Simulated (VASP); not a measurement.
# SrTiO3 (R3m) in VASP: notebook

SrTiO3 is run at these levels: PBE; tasks: single point.

Program: VASP 6.6.1. These are calculated values, not measurements. Logs are shortened: lines on timing, memory, paths and dates and some standing lists are left out, and cuts for length are marked.

### Step 1. The cell of the first run

Symmetry: R3m, No. 160, trigonal system. The conventional cell has a = 5.576 Å, b = 5.576 Å, c = 6.860 Å, α = 90.00°, β = 90.00°, γ = 120.00°. Within 3.5 Å of Sr (site symmetry 3m) lie 12 O at 2.69 to 2.91 Å and 8 Ti at 3.41 to 3.45 Å. Ti (site symmetry 3m) has 6 O at 1.89 to 2.07 Å within 2.5 Å. Within 2.5 Å of O (site symmetry m) lie 2 Ti at 1.89 to 2.07 Å.

### Step 2. Single point, PBE

The input, INCAR:

```
PREC = Accurate
ENCUT = 520
EDIFF = 1E-6
ISMEAR = 0
SIGMA = 0.02
LREAL = F
LASPH = T
NELM = 80
ALGO = Normal
ISIF = 2
LWAVE = F
LCHARG = F
GGA = PE
NBANDS = 28
```

The input, KPOINTS:

```
regular mesh
0
Gamma
  6 6 6
```

The input, POSCAR:

```
SrTiO3
1.0
    2.7878706701      1.6095778819      2.2867714052
   -2.7878706701      1.6095778819      2.2867714052
    0.0000000000     -3.2191557637      2.2867714052
Sr Ti O
1 1 3
Direct
    0.9868151132      0.9868151132      0.9868151132
    0.4840040547      0.4840040547      0.4840040547
    0.5064534022      0.5064534022      0.0066178720
    0.0066178720      0.5064534022      0.5064534022
    0.5064534022      0.0066178720      0.5064534022
```

Potentials or basis: VASP PAW PBE potentials, release 64 (Sr_sv, Ti_sv, O).

On the command line:

```sh
$ cat potpaw_PBE.64/Sr_sv/POTCAR potpaw_PBE.64/Ti_sv/POTCAR potpaw_PBE.64/O/POTCAR > POTCAR
$ mpirun -np 1 vasp_std > vasp.out
```

OUTCAR:

```text
PREC = Accurate
   ENCUT = 520
   EDIFF = 1E-6
   ISMEAR = 0
   LREAL = F
   LASPH = T
   NELM = 80
   ISIF = 2
   GGA = PE

 ion  position               nearest neighbor table
   1  0.987  0.987  0.987-   4 2.69   5 2.69   3 2.69   3 2.79   3 2.79   5 2.79   4 2.79   4 2.79
                             5 2.79   4 2.91   5 2.91   3 2.91   2 3.41   2 3.41   2 3.41   2 3.41
   2  0.484  0.484  0.484-   3 1.89   4 1.89   5 1.89   3 2.07   4 2.07   5 2.07   1 3.41   1 3.41
                             1 3.41   1 3.41   1 3.42   1 3.42   1 3.42   1 3.45
   3  0.506  0.506  0.007-   2 1.89   2 2.07   1 2.69   1 2.79   1 2.79   1 2.91
   4  0.007  0.506  0.506-   2 1.89   2 2.07   1 2.69   1 2.79   1 2.79   1 2.91
   5  0.506  0.007  0.506-   2 1.89   2 2.07   1 2.69   1 2.79   1 2.79   1 2.91

  LATTYP: Found a trigonal (rhomboedric) cell.
 ALAT       =     3.9487070404
 COS(alpha) =     0.0030682826

  Lattice vectors:

 A1 = (   2.7878706701,   1.6095778819,   2.2867714052)
 A2 = (  -2.7878706701,   1.6095778819,   2.2867714052)
 A3 = (   0.0000000000,  -3.2191557637,   2.2867714052)

Analysis of symmetry for initial positions (statically):
=====================================================================
 Subroutine PRICEL returns:
 Original cell was already a primitive cell.

 Routine SETGRP: Setting up the symmetry group for a
 trigonal (rhombohedral) supercell.

 Subroutine GETGRP returns: Found  6 space group operations
 (whereof  6 operations were pure point group operations)
 out of a pool of 12 trial point group operations.

The static configuration has the point symmetry C_3v.

Analysis of symmetry for dynamics (positions and initial velocities):
=====================================================================
 Subroutine PRICEL returns:
 Original cell was already a primitive cell.

 Routine SETGRP: Setting up the symmetry group for a
 trigonal (rhombohedral) supercell.

 Subroutine GETGRP returns: Found  6 space group operations
 (whereof  6 operations were pure point group operations)
 out of a pool of 12 trial point group operations.

The dynamic configuration has the point symmetry C_3v.

 Subroutine INISYM returns: Found  6 space group operations
 (whereof  6 operations are pure point group operations),
 and found     1 'primitive' translations

----------------------------------------------------------------------------------------

                                     Primitive cell

  volume of cell :      61.5685

  direct lattice vectors                    reciprocal lattice vectors
     2.787870670  1.609577882  2.286771405     0.179348348  0.103546817  0.145765918
    -2.787870670  1.609577882  2.286771405    -0.179348348  0.103546817  0.145765918
     0.000000000 -3.219155764  2.286771405     0.000000000 -0.207093634  0.145765918

  length of vectors
     3.948707040  3.948707040  3.948707040     0.253249830  0.253249830  0.253249830

  position of ions in fractional coordinates (direct lattice)
     0.986815113  0.986815113  0.986815113
     0.484004055  0.484004055  0.484004055
     0.506453402  0.506453402  0.006617872
     0.006617872  0.506453402  0.506453402
     0.506453402  0.006617872  0.506453402

  ion indices of the primitive-cell ions
   primitive index   ion index
                 1           1
                 2           2
                 3           3
                 4           4
                 5           5

----------------------------------------------------------------------------------------

 KPOINTS: regular mesh

Automatic generation of k-mesh.
 Grid dimensions read from file:
 generate k-points for:    6    6    6

 Generating k-lattice:

  Cartesian coordinates                     Fractional coordinates (reciprocal lattice)
     0.029891391  0.017257803  0.024294320     0.166666667  0.000000000 -0.000000000
    -0.029891391  0.017257803  0.024294320     0.000000000  0.166666667 -0.000000000
     0.000000000 -0.034515606  0.024294320     0.000000000  0.000000000  0.166666667

  Length of vectors
     0.042208305  0.042208305  0.042208305

  Shift w.r.t. Gamma in fractional coordinates (k-lattice)
     0.000000000  0.000000000  0.000000000

 Subroutine IBZKPT returns following result:
 ===========================================

 Found     32 irreducible k-points:

 Following reciprocal coordinates:
            Coordinates               Weight
  0.000000  0.000000  0.000000      1.000000
  0.166667 -0.000000  0.000000      6.000000
  0.333333 -0.000000  0.000000      6.000000
  0.500000 -0.000000  0.000000      3.000000
  0.166667  0.166667  0.000000      6.000000
  0.333333  0.166667  0.000000     12.000000
[... 16 lines left out ...]
  0.500000  0.500000  0.166667      6.000000
 -0.333333  0.500000  0.166667     12.000000
 [... further k-points ...]
   k-points           NKPTS =     32   k-points in BZ     NKDIM =     32   number of bands    NBANDS=     28
   number of dos      NEDOS =    301   number of ions     NIONS =      5
   total plane-waves  NPLWV =  27000
   dimension x,y,z NGX =    30 NGY =   30 NGZ =   30
   dimension x,y,z NGXF=    60 NGYF=   60 NGZF=   60
   ions per type =               1   1   3
   NGX,Y,Z   is equivalent  to a cutoff of  12.63, 12.63, 12.63 a.u.
   NGXF,Y,Z  is equivalent  to a cutoff of  25.26, 25.26, 25.26 a.u.
 SYSTEM =  unknown system
   PREC   = accura    normal or accurate (medium, high low for compatibility)
   ISTART =      0    job   : 0-new  1-cont  2-samecut
   ICHARG =      2    charge: 1-file 2-atom 10-const
   ISPIN  =      1    spin polarized calculation?
   LNONCOLLINEAR =      F non collinear calculations
   LSORBIT =      F    spin-orbit coupling
   LASPH  =      T    aspherical Exc in radial PAW
   ENCUT  =  520.0 eV  38.22 Ry    6.18 a.u.   7.34  7.34  7.34*2*pi/ulx,y,z
   NELM   =     80;   NELMIN=  2; NELMDL= -5     # of ELM steps
   EDIFF  = 0.1E-05   stopping-criterion for ELM
   LREAL  =      F    real-space projection
   EDIFFG = 0.1E-04   stopping-criterion for IOM
   NSW    =      0    number of steps for IOM
   IBRION =     -1    ionic relax: 0-MD 1-quasi-New 2-CG
   NFREE  =      0    steps in history (QN), initial steepest desc. (CG)
   ISIF   =      2    stress and relaxation
   ISYM   =      2    0-nonsym 1-usesym 2-fastsym
   POTIM  = 0.5000    time-step for ionic-motion
   TEBEG  =    0.0;   TEEND  =   0.0 temperature during run
   PSTRESS=    0.0 pullay stress
   NELECT =      40.0000    total number of electrons
   NUPDOWN=      -1.0000    fix difference up-down
   EMIN   =  10.00;   EMAX   =-10.00  energy-range for DOS
   EFERMI =   0.00;   METHOD = LEGACY
   ISMEAR =     0;   SIGMA  =   0.02  broadening in eV -4-tet -1-fermi 0-gaus
   EFERMI_NEDOS =   21; number of points for ismear=-14 and -15
   IALGO  =     38    algorithm
   IMIX   =      4    mixing-type and parameters
     AMIX     =   0.40;   BMIX     =  1.00
     AMIX_MAG =   1.60;   BMIX_MAG =  1.00
  volume/ion in A,a.u.               =      12.31        83.10
  Fermi-wavevector in a.u.,A,eV,Ry     =   1.417888  2.679420 27.353243  2.010407
  Thomas-Fermi vector in A             =   2.539071
   LORBIT       =      0    0 simple, 1 ext, 2 COOP (PROOUT), +10 PAW based schemes
   GGA     = PE    functional components
   LHFCALC =     F    Hartree Fock is set to
   AEXX    =    0.0000 exact exchange contribution
   IVDW    =     0    specifies the selected vdW correction
   LEPSILON=     F    determine dielectric tensor
   LRPA    =     F    only Hartree local field effects (RPA)
 non-spin polarized calculation
 Gauss-broadening in eV      SIGMA  =   0.02
  energy-cutoff  :      520.00
  volume of cell :       61.57
 maximum number of plane-waves:      1675
 NGX is ok and might be reduce to    30
   NGX = 15   NGY = 15   NGZ = 15

 number of electron      39.9999999 magnetization

 Free energy of the ion-electron system (eV)
  ---------------------------------------------------
  ext. energy  EPLUGINS =         0.00000000
  ---------------------------------------------------
  free energy    TOTEN  =       -40.11108196 eV

  energy without entropy =      -40.11108196  energy(sigma->0) =      -40.11108196

 E-fermi :   4.0104     XC(G=0): -11.0855

 val. band max:        3.8559151540   @ k =   0.5000   0.5000   0.5000
 cond. band min:       6.0446653801   @ k =   0.0000   0.0000   0.0000
 fundamental gap:      2.1887502261
 Fermi energy:         4.0103688655

 k-point     1 :       0.0000    0.0000    0.0000
  band No.  band energies     occupation
      1     -52.5617      2.00000
      2     -28.9975      2.00000
      3     -28.8122      2.00000
      4     -28.8122      2.00000
      5     -28.8053      2.00000
      6     -13.4228      2.00000
[... 20 lines left out ...]
     27       9.2888      0.00000
     28       9.7602      0.00000

 k-point     2 :       0.1667   -0.0000    0.0000
  band No.  band energies     occupation
      1     -52.5614      2.00000
      2     -29.0063      2.00000
      3     -28.8133      2.00000
      4     -28.8116      2.00000
      5     -28.8050      2.00000
      6     -13.4400      2.00000
[... 20 lines left out ...]
     27       9.7309      0.00000
     28      10.4022      0.00000

 k-point     3 :       0.3333   -0.0000    0.0000
  band No.  band energies     occupation
      1     -52.5608      2.00000
      2     -29.0262      2.00000
      3     -28.8127      2.00000
      4     -28.8103      2.00000
      5     -28.8047      2.00000
      6     -13.5516      2.00000
[... 20 lines left out ...]
     27      10.6199      0.00000
     28      11.9084      0.00000

 k-point     4 :       0.5000   -0.0000    0.0000
  band No.  band energies     occupation
      1     -52.5604      2.00000
      2     -29.0370      2.00000
      3     -28.8110      2.00000
      4     -28.8097      2.00000
      5     -28.8049      2.00000
      6     -13.6260      2.00000
[... 578 lines left out ...]
     27      11.2055      0.00000
     28      11.7189      0.00000

 k-point    23 :       0.5000    0.5000    0.1667
  band No.  band energies     occupation
      1     -52.5589      2.00000
      2     -28.9571      2.00000
      3     -28.8703      2.00000
      4     -28.8662      2.00000
      5     -28.8202      2.00000
      6     -12.7118      2.00000
[... 20 lines left out ...]
     27      12.2206      0.00000
     28      12.4147      0.00000

 k-point    24 :      -0.3333    0.5000    0.1667
  band No.  band energies     occupation
      1     -52.5592      2.00000
      2     -28.9780      2.00000
      3     -28.8542      2.00000
      4     -28.8509      2.00000
      5     -28.8207      2.00000
      6     -13.0054      2.00000
[... 20 lines left out ...]
     27      11.8930      0.00000
     28      12.1973      0.00000

 [... further k-points ...]

------------------------ aborting loop because EDIFF is reached ----------------------------------------

  FORCE on cell =-STRESS in cart. coord.  units (eV):
  Direction    XX          YY          ZZ          XY          YZ          ZX
  --------------------------------------------------------------------------------------
  -------------------------------------------------------------------------------------
  Total        0.2643477      0.2643477      0.2327078      0.0000000      0.0000000     -0.0000000
  in kB        6.8790340      6.8790340      6.0556786      0.0000000      0.0000000     -0.0000000
  external PRESSURE =       6.6045822 kB  Pullay stress =       0.0000000 kB

 VOLUME and BASIS-vectors are now :
 -----------------------------------------------------------------------------
  energy-cutoff  :      520.00
  volume of cell :       61.57
      direct lattice vectors                 reciprocal lattice vectors
     2.787870670  1.609577882  2.286771405     0.179348348  0.103546817  0.145765918
    -2.787870670  1.609577882  2.286771405    -0.179348348  0.103546817  0.145765918
     0.000000000 -3.219155764  2.286771405     0.000000000 -0.207093634  0.145765918

 POSITION                                       TOTAL-FORCE (eV/Angst)
 -----------------------------------------------------------------------------------
      0.00000      0.00000      6.76986        -0.000000      0.000000      0.016361
      0.00000      0.00000      3.32042        -0.000000      0.000000      0.057102
      0.00000      1.60905      2.33142        -0.000000      0.029177     -0.024488
     -1.39348     -0.80452      2.33142        -0.025268     -0.014588     -0.024488
      1.39348     -0.80452      2.33142         0.025268     -0.014588     -0.024488
 -----------------------------------------------------------------------------------
    total drift:                               -0.000000     -0.000006      0.000626

  FREE ENERGIE OF THE ION-ELECTRON SYSTEM (eV)
  ---------------------------------------------------
  free  energy   TOTEN  =       -40.1110819562 eV

  energy  without entropy=      -40.1110819562  energy(sigma->0) =      -40.11108196
```

Wall time 54 s (1 thread of Intel Xeon Platinum 8488C (Sapphire Rapids), shared host); peak memory 0.2 GiB.

What came out:

| Property | Result |
| --- | --- |
| Free energy | -40.1111 eV |
| Pressure | 0.7 GPa |
| Largest force | 0.057 eV/Å |
| Band gap on the k mesh | 2.19 eV, indirect (least direct gap 2.73 eV) |

Forces in eV/Å, atoms in the order of the input:
```
Sr   0.000  0.000  0.016
Ti   0.000  0.000  0.057
O    0.000  0.029 -0.024
O   -0.025 -0.015 -0.024
O    0.025 -0.015 -0.024
```

(Continued in part 2 of 2.)
